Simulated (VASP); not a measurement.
Runs of VASP 6.6.1 on Ge. The structure is that of space group P6_3/mmc (No. 194), or close to it. The cells are those of the table. This isn't the form of Ge at room conditions, which is diamond.

```csv
cell,gap on the mesh (eV),pressure (GPa),largest force (eV/Å)
"a = 4.117, b = 4.117, c = 6.596 Å, angles 90.0, 90.0, 120.0°, 4 atoms",none,-3.5,0.26
"a = 4.057, b = 4.057, c = 6.695 Å, angles 90.0, 90.0, 120.0°, 4 atoms",none,(a),0.02
"a = 4.117, b = 4.117, c = 6.695 Å, angles 90.0, 90.0, 120.0°, 4 atoms",none,-4.3,0.13
"a = 4.057, b = 4.057, c = 6.794 Å, angles 90.0, 90.0, 120.0°, 4 atoms",none,-3.5,0.07
```

Alike in all rows: task single point; level PBEsol; potentials or basis VASP PAW PBE potentials, release 64 (Ge_d); no spin polarisation; k mesh 12 × 12 × 8; cutoff (eV) 520; smearing gaussian 0.15 eV.

Estimate the missing entries.

(a) -2.8.

Caveats: semilocal functionals underestimate gaps, so a narrow gap can read as zero; the PAW data sets were made with another functional, which shifts forces and pressure a little; the cell stands under tension (at least some runs).

A k mesh can miss the band edges, and the runs leave out spin-orbit coupling on Ge.

A gap of «none» marks levels without a gap at the run's occupations.
